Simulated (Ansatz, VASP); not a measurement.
## P in VASP and in Ansatz

```
P
1.0
     6.19328    0.00000    0.00000
     0.00000    6.19328    0.00000
     0.00000    0.00000    2.45018
P
6
Direct
  0.50000 0.50000 0.00000
  0.00000 0.00000 0.00000
  0.87036 0.62964 0.00000
  0.12964 0.37036 0.00000
  0.62964 0.12964 0.00000
  0.37036 0.87036 0.00000
```

Alike in both runs: functional PBE; k mesh 6 × 6 × 16; occupations gaussian, width 0.1 eV; no spin polarisation.

Ansatz relaxed the structure, and its values are those at the end. VASP's run is a single point on that final structure, the one shown.

|  | VASP | Ansatz |
| --- | --- | --- |
| version | VASP 6.6.1 | Ansatz 0.2.0 |
| potentials or method | VASP PAW PBE potentials, release 64 (P), cutoff 520 eV | scalar-relativistic, plane waves, PAW |
| valence electrons in the cell | 30 | 30 |

```tsv
	VASP	Ansatz	Ansatz less VASP
gap on the k mesh at the Fermi level (eV)	none	none	-
pressure (GPa)	-0.2	0.0	+0.24
rms of the force components (eV/Å)	0.009	0.001	-0.0076
```

A gap of «none» marks a metal or a gap that the smearing closes.
